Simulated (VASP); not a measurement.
# SnS (Pnma) in VASP: further runs, part 2 of 2

VASP 6.6.1. Earlier steps stand in the parts before.

### 3 Single point, PBE

Contents of INCAR:

```
PREC = Accurate
ENCUT = 500
EDIFF = 1E-6
ISMEAR = 0
SIGMA = 0.02
LREAL = F
LASPH = T
NELM = 120
ALGO = Normal
ISIF = 2
LWAVE = F
LCHARG = F
GGA = PE
NBANDS = 50
GGA_COMPAT = F
```

Contents of KPOINTS:

```
Automatic mesh
0
Gamma
  4 8 6
```

Contents of POSCAR:

```
SnS
1.0
   11.4466922714      0.0000000000      0.0000000000
    0.0000000000      4.0254287767      0.0000000000
    0.0000000000      0.0000000000      4.4468756675
Sn S
4 4
Direct
    0.6215861457      0.2500000000      0.6297789746
    0.8784138543      0.7500000000      0.1297789746
    0.1215861457      0.2500000000      0.8702210254
    0.3784138543      0.7500000000      0.3702210254
    0.3500031517      0.2500000000      0.9768203688
    0.1499968483      0.7500000000      0.4768203688
    0.8500031517      0.2500000000      0.5231796312
    0.6499968483      0.7500000000      0.0231796312
```

Potentials or basis: VASP PAW PBE potentials, release 64 (Sn_d, S).

The run is started by

```sh
$ cat potpaw_PBE.64/Sn_d/POTCAR potpaw_PBE.64/S/POTCAR > POTCAR
$ mpirun -np 1 vasp_std > vasp.out
```

OUTCAR:

```text
PREC = Accurate
   ENCUT = 500
   EDIFF = 1E-6
   ISMEAR = 0
   LREAL = F
   LASPH = T
   NELM = 120
   ISIF = 2
   GGA = PE

 ion  position               nearest neighbor table
   1  0.622  0.250  0.630-   7 2.66   8 2.69   8 2.69   4 3.62   4 3.62
   2  0.878  0.750  0.130-   8 2.66   7 2.69   7 2.69   3 3.62   3 3.62
   3  0.122  0.250  0.870-   5 2.66   6 2.69   6 2.69   2 3.62   2 3.62
   4  0.378  0.750  0.370-   6 2.66   5 2.69   5 2.69   1 3.62   1 3.62
   5  0.350  0.250  0.977-   3 2.66   4 2.69   4 2.69
   6  0.150  0.750  0.477-   4 2.66   3 2.69   3 2.69
   7  0.850  0.250  0.523-   1 2.66   2 2.69   2 2.69
   8  0.650  0.750  0.023-   2 2.66   1 2.69   1 2.69

  LATTYP: Found a simple orthorhombic cell.
 ALAT       =     4.0254287767
 B/A-ratio  =     1.1046961490
 C/A-ratio  =     2.8435957773

  Lattice vectors:

 A1 = (   0.0000000000,   4.0254287767,   0.0000000000)
 A2 = (   0.0000000000,   0.0000000000,   4.4468756675)
 A3 = (  11.4466922714,   0.0000000000,   0.0000000000)

Analysis of symmetry for initial positions (statically):
=====================================================================
 Subroutine PRICEL returns:
 Original cell was already a primitive cell.

 Routine SETGRP: Setting up the symmetry group for a
 simple orthorhombic supercell.

 Subroutine GETGRP returns: Found  8 space group operations
 (whereof  2 operations were pure point group operations)
 out of a pool of  8 trial point group operations.

The static configuration has the point symmetry S_2 .
 The point group associated with its full space group is D_2h.

Analysis of symmetry for dynamics (positions and initial velocities):
=====================================================================
 Subroutine PRICEL returns:
 Original cell was already a primitive cell.

 Routine SETGRP: Setting up the symmetry group for a
 simple orthorhombic supercell.

 Subroutine GETGRP returns: Found  8 space group operations
 (whereof  2 operations were pure point group operations)
 out of a pool of  8 trial point group operations.

The dynamic configuration has the point symmetry S_2 .
 The point group associated with its full space group is D_2h.

 Subroutine INISYM returns: Found  8 space group operations
 (whereof  2 operations are pure point group operations),
 and found     1 'primitive' translations

----------------------------------------------------------------------------------------

                                     Primitive cell

  volume of cell :     204.9024

  direct lattice vectors                    reciprocal lattice vectors
    11.446692271  0.000000000  0.000000000     0.087361482  0.000000000  0.000000000
     0.000000000  4.025428777  0.000000000     0.000000000  0.248420741  0.000000000
     0.000000000  0.000000000  4.446875667     0.000000000  0.000000000  0.224876987

  length of vectors
    11.446692271  4.025428777  4.446875667     0.087361482  0.248420741  0.224876987

  position of ions in fractional coordinates (direct lattice)
     0.621586146  0.250000000  0.629778975
     0.878413854  0.750000000  0.129778975
     0.121586146  0.250000000  0.870221025
     0.378413854  0.750000000  0.370221025
     0.350003152  0.250000000  0.976820369
[... 48 lines left out ...]
  0.500000  0.125000  0.000000      2.000000
[... 16 lines left out ...]
  0.250000  0.250000  0.166667      8.000000
  0.500000  0.250000  0.166667      4.000000
 [... further k-points ...]
   k-points           NKPTS =     60   k-points in BZ     NKDIM =     60   number of bands    NBANDS=     50
   number of dos      NEDOS =    301   number of ions     NIONS =      8
   total plane-waves  NPLWV =  80640
   dimension x,y,z NGX =    84 NGY =   30 NGZ =   32
   dimension x,y,z NGXF=   168 NGYF=   60 NGZF=   64
   ions per type =               4   4
   NGX,Y,Z   is equivalent  to a cutoff of  12.20, 12.39, 11.96 a.u.
   NGXF,Y,Z  is equivalent  to a cutoff of  24.40, 24.78, 23.93 a.u.
 SYSTEM =  unknown system
   PREC   = accura    normal or accurate (medium, high low for compatibility)
   ISTART =      0    job   : 0-new  1-cont  2-samecut
   ICHARG =      2    charge: 1-file 2-atom 10-const
   ISPIN  =      1    spin polarized calculation?
   LNONCOLLINEAR =      F non collinear calculations
   LSORBIT =      F    spin-orbit coupling
   LASPH  =      T    aspherical Exc in radial PAW
   ENCUT  =  500.0 eV  36.75 Ry    6.06 a.u.  20.87  7.34  8.11*2*pi/ulx,y,z
   NELM   =    120;   NELMIN=  2; NELMDL= -5     # of ELM steps
   EDIFF  = 0.1E-05   stopping-criterion for ELM
   LREAL  =      F    real-space projection
   EDIFFG = 0.1E-04   stopping-criterion for IOM
   NSW    =      0    number of steps for IOM
   IBRION =     -1    ionic relax: 0-MD 1-quasi-New 2-CG
   NFREE  =      0    steps in history (QN), initial steepest desc. (CG)
   ISIF   =      2    stress and relaxation
   ISYM   =      2    0-nonsym 1-usesym 2-fastsym
   POTIM  = 0.5000    time-step for ionic-motion
   TEBEG  =    0.0;   TEEND  =   0.0 temperature during run
   PSTRESS=    0.0 pullay stress
   NELECT =      80.0000    total number of electrons
   NUPDOWN=      -1.0000    fix difference up-down
   EMIN   =  10.00;   EMAX   =-10.00  energy-range for DOS
   EFERMI =   0.00;   METHOD = LEGACY
   ISMEAR =     0;   SIGMA  =   0.02  broadening in eV -4-tet -1-fermi 0-gaus
   EFERMI_NEDOS =   21; number of points for ismear=-14 and -15
   IALGO  =     38    algorithm
   IMIX   =      4    mixing-type and parameters
     AMIX     =   0.40;   BMIX     =  1.00
     AMIX_MAG =   1.60;   BMIX_MAG =  1.00
  volume/ion in A,a.u.               =      25.61       172.84
  Fermi-wavevector in a.u.,A,eV,Ry     =   1.196527  2.261108 19.479141  1.431676
  Thomas-Fermi vector in A             =   2.332465
   LORBIT       =      0    0 simple, 1 ext, 2 COOP (PROOUT), +10 PAW based schemes
   GGA     = PE    functional components
   LHFCALC =     F    Hartree Fock is set to
   AEXX    =    0.0000 exact exchange contribution
   IVDW    =     0    specifies the selected vdW correction
   LEPSILON=     F    determine dielectric tensor
   LRPA    =     F    only Hartree local field effects (RPA)
 non-spin polarized calculation
 Gauss-broadening in eV      SIGMA  =   0.02
  energy-cutoff  :      500.00
  volume of cell :      204.90
 maximum number of plane-waves:      5244
 NGX is ok and might be reduce to    84
   NGX = 41   NGY = 15   NGZ = 17

 number of electron      80.0000033 magnetization

 Free energy of the ion-electron system (eV)
  ---------------------------------------------------
  ext. energy  EPLUGINS =         0.00000000
  ---------------------------------------------------
  free energy    TOTEN  =       -35.46193973 eV

  energy without entropy =      -35.46193973  energy(sigma->0) =      -35.46193973

 E-fermi :   5.5301     XC(G=0):  -9.5658

 val. band max:        5.3945285305   @ k =   0.5000   0.0000   0.5000
 cond. band min:       6.4404490625   @ k =   0.0000   0.3750   0.0000
 fundamental gap:      1.0459205319
 Fermi energy:         5.5300904499

 k-point     1 :       0.0000    0.0000    0.0000
  band No.  band energies     occupation
      1     -15.7000      2.00000
      2     -15.6903      2.00000
      3     -15.6834      2.00000
      4     -15.6794      2.00000
      5     -15.6758      2.00000
      6     -15.6724      2.00000
[... 1261 lines left out ...]
     49       9.9391      0.00000
     50       9.9391      0.00000

 [... further k-points ...]

------------------------ aborting loop because EDIFF is reached ----------------------------------------

  FORCE on cell =-STRESS in cart. coord.  units (eV):
  Direction    XX          YY          ZZ          XY          YZ          ZX
  --------------------------------------------------------------------------------------
  -------------------------------------------------------------------------------------
  Total       -0.0937894     -0.0886752     -0.0236494      0.0000000      0.0000000      0.0000000
  in kB       -0.7333602     -0.6933711     -0.1849198      0.0000000      0.0000000      0.0000000
  external PRESSURE =      -0.5372171 kB  Pullay stress =       0.0000000 kB

 VOLUME and BASIS-vectors are now :
 -----------------------------------------------------------------------------
  energy-cutoff  :      500.00
  volume of cell :      204.90
      direct lattice vectors                 reciprocal lattice vectors
    11.446692271  0.000000000  0.000000000     0.087361482  0.000000000  0.000000000
     0.000000000  4.025428777  0.000000000     0.000000000  0.248420741  0.000000000
     0.000000000  0.000000000  4.446875667     0.000000000  0.000000000  0.224876987

 POSITION                                       TOTAL-FORCE (eV/Angst)
 -----------------------------------------------------------------------------------
      7.11511      1.00636      2.80055         0.000428     -0.000000     -0.003921
     10.05493      3.01907      0.57711        -0.000428      0.000000     -0.003921
      1.39176      1.00636      3.86976         0.000428     -0.000000      0.003921
      4.33159      3.01907      1.64633        -0.000428     -0.000000      0.003921
      4.00638      1.00636      4.34380        -0.003715      0.000000     -0.002218
      1.71697      3.01907      2.12036         0.003715      0.000000     -0.002218
      9.72972      1.00636      2.32651        -0.003715      0.000000      0.002218
      7.44031      3.01907      0.10308         0.003715     -0.000000      0.002218
 -----------------------------------------------------------------------------------
    total drift:                               -0.000000      0.000000      0.000000

  FREE ENERGIE OF THE ION-ELECTRON SYSTEM (eV)
  ---------------------------------------------------
  free  energy   TOTEN  =       -35.4619397297 eV

  energy  without entropy=      -35.4619397297  energy(sigma->0) =      -35.46193973
```

Wall time 8.3 min (1 thread of Oxide Virtual Turin-like, shared host); peak memory 0.5 GiB.

Results:

```
Free energy            : -35.4619 eV
Pressure               : -0.1 GPa
Largest force          : 0.004 eV/Å
Band gap on the k mesh : 1.05 eV (least direct gap 1.32 eV)
```

Forces on the atoms (eV/Å):
```
Sn   0.000  0.000 -0.004
Sn   0.000  0.000 -0.004
Sn   0.000  0.000  0.004
Sn   0.000  0.000  0.004
S   -0.004  0.000 -0.002
S    0.004  0.000 -0.002
S   -0.004  0.000  0.002
S    0.004  0.000  0.002
```

Levels at points of the mesh, in eV from the valence-band top:
```tsv
k point	band 37	band 38	band 39	band 40	band 41	band 42	band 43	band 44
(0.00, 0.00, 0.00)	-1.65	-1.00	-0.59	-0.35	1.20	3.08	3.08	3.08
(0.50, 0.00, 0.00)	-1.84	-1.84	-0.44	-0.44	2.73	2.73	2.85	2.85
(0.00, 0.50, 0.00)	-0.81	-0.81	-0.80	-0.80	1.50	1.50	1.65	1.65
(0.50, 0.50, 0.00)	-0.91	-0.91	-0.91	-0.91	1.75	1.75	1.75	1.75
(0.00, 0.00, 0.50)	-0.75	-0.75	-0.01	-0.01	1.65	1.65	2.08	2.08
(0.50, 0.00, 0.50)	-0.58	-0.58	0.00	0.00	1.64	1.64	2.08	2.08
(0.00, 0.50, 0.50)	-2.07	-2.07	-1.17	-1.17	2.94	2.94	3.12	3.12
(0.50, 0.50, 0.50)	-1.40	-1.40	-1.40	-1.40	2.86	2.86	2.86	2.86
```

Caveat: spin-orbit coupling is left out, which moves the levels of the heavy elements.

### 4 Against experiment

Step 3. A measured gap of SnS is 1.16 eV (indirect; 20 K; “Linear dichroism of the optical properties of SnS and SnSe van der Waals crystals”, 2024, arxiv:2409.17412); the calculated 1.05 eV misses it by -0.11 eV. 2 values of this kind are on record (1.09 to 1.16 eV); this one was drawn at random. Spin-orbit coupling on Sn is left out. The value is that of PBE on a finite k mesh, which can miss the band edges, without temperature or zero-point motion. Semilocal functionals fall short of measured gaps as a rule.
